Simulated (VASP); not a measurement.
A run of VASP 6.6.1:

File INCAR:

```
PREC = Accurate ; ENCUT = 520
EDIFF = 1E-6 ; ISMEAR = -1
SIGMA = 0.05 ; LREAL = False
LASPH = True ; NELM = 100
ALGO = Normal ; ISIF = 2
LWAVE = False ; LCHARG = False
GGA = CA ; NBANDS = 17
```

The input KPOINTS:

```
regular mesh
0
Gamma
  12 12 12
```

POSCAR

```
TiSi2
1.0
   -1.4428049511      1.6771787643      4.1260979956
    1.4428049511     -1.6771787643      4.1260979956
    1.4428049511      1.6771787643     -4.1260979956
Ti Si
1 2
Direct
    0.0000000000      0.0000000000      0.0000000000
    0.6700780000      0.6700780000      0.0000000000
    0.3299220000      0.3299220000      0.0000000000
```

Potentials or basis: VASP PAW LDA potentials, release 64 (Ti_sv, Si).

Command:

```console
$ cat potpaw_LDA.64/Ti_sv/POTCAR potpaw_LDA.64/Si/POTCAR > POTCAR
$ mpirun -np 1 vasp_std > vasp.out
```

Hardware: 1 thread of AMD EPYC 9R45 96-Core Processor (Zen 5), with other jobs on the host.

Q: How long does it take, and how much memory?

A: Wall time 2.9 min on 1 thread of AMD EPYC 9R45 96-Core Processor (Zen 5) (shared host), peak memory 0.28 GiB. Counts: scf iterations 14, k points 280.
